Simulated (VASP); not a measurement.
Here is a VASP 6.6.1 calculation.

File INCAR:

```
SYSTEM = TiMoSe4
ALGO = Normal ; EDIFF = 1E-7
ENCUT = 520 ; GGA = PE
ISIF = 2 ; ISMEAR = 0
ISPIN = 2 ; LASPH = .TRUE.
LCHARG = .FALSE. ; LMAXMIX = 4
LORBIT = 11 ; LREAL = .FALSE.
LWAVE = .FALSE. ; MAGMOM = 1 1 0 0 0 0
NBANDS = 38 ; NELM = 150
PREC = Accurate ; SIGMA = 0.15
```

The input KPOINTS:

```
k-points
0
G
  3 3 2
  0 0 0
```

The input POSCAR:

```
TiMoSe4
1.0
    4.7126236172      0.0000000000      0.0000000000
   -2.3563118086      4.0812517709      0.0000000000
    0.0000000000      0.0000000000      9.8170620755
Ti Mo Se
1 1 4
Direct
    0.0000000000      0.0000000000      0.5000000000
    0.0000000000      0.0000000000      0.0000000000
    0.3333333333      0.6666666667      0.5000000000
    0.6666666667      0.3333333333      0.5000000000
    0.0000000000      0.0000000000      0.7615467923
    0.0000000000      0.0000000000      0.2384532077
```

Potentials or basis: VASP PAW PBE potentials, release 64 (Ti_sv, Mo_sv, Se).

Command:

```bash
$ cat potpaw_PBE.64/Ti_sv/POTCAR potpaw_PBE.64/Mo_sv/POTCAR potpaw_PBE.64/Se/POTCAR > POTCAR
$ mpirun -np 1 vasp_std > vasp.out
```

Task: What does it give for the net moment?

Result: 2.90 μB per cell.

Task: What does it give for the pressure?

Result: 0.1 GPa.

Forces in eV/Å, atoms in the order of the input:
```
Ti   0.000  0.000  0.000
Mo   0.000  0.000  0.000
Se   0.000  0.000  0.000
Se   0.000  0.000  0.000
Se   0.000  0.000  0.015
Se   0.000  0.000 -0.015
```

Caveat: the k points lie up to 0.51 Å⁻¹ apart.
